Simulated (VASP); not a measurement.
Here is a VASP 6.6.1 calculation.

INCAR

```
SYSTEM = SnTe
PREC = Accurate
ENCUT = 520
EDIFF = 1E-6
ISMEAR = 0
SIGMA = 0.027000000000000003
LREAL = .False.
LASPH = .True.
NELM = 80
ALGO = Normal
ISIF = 2
LWAVE = .False.
LCHARG = .False.
GGA = PE
NBANDS = 17
```

File KPOINTS:

```
Automatic mesh
0
Gamma
  7 7 7
  0 0 0
```

Contents of POSCAR:

```
SnTe
1.0
    0.0000000000      3.1508500000      3.1508500000
    3.1508500000      0.0000000000      3.1508500000
    3.1508500000      3.1508500000      0.0000000000
Te Sn
1 1
Direct
    0.5000000000      0.5000000000      0.5000000000
    0.0000000000      0.0000000000      0.0000000000
```

Potentials or basis: VASP PAW PBE potentials, release 64 (Te, Sn_d).

The run is started by

```console
$ cat potpaw_PBE.64/Te/POTCAR potpaw_PBE.64/Sn_d/POTCAR > POTCAR
$ mpirun -np 1 vasp_std > vasp.out
```

What does it give for the pressure?

2.2 GPa.
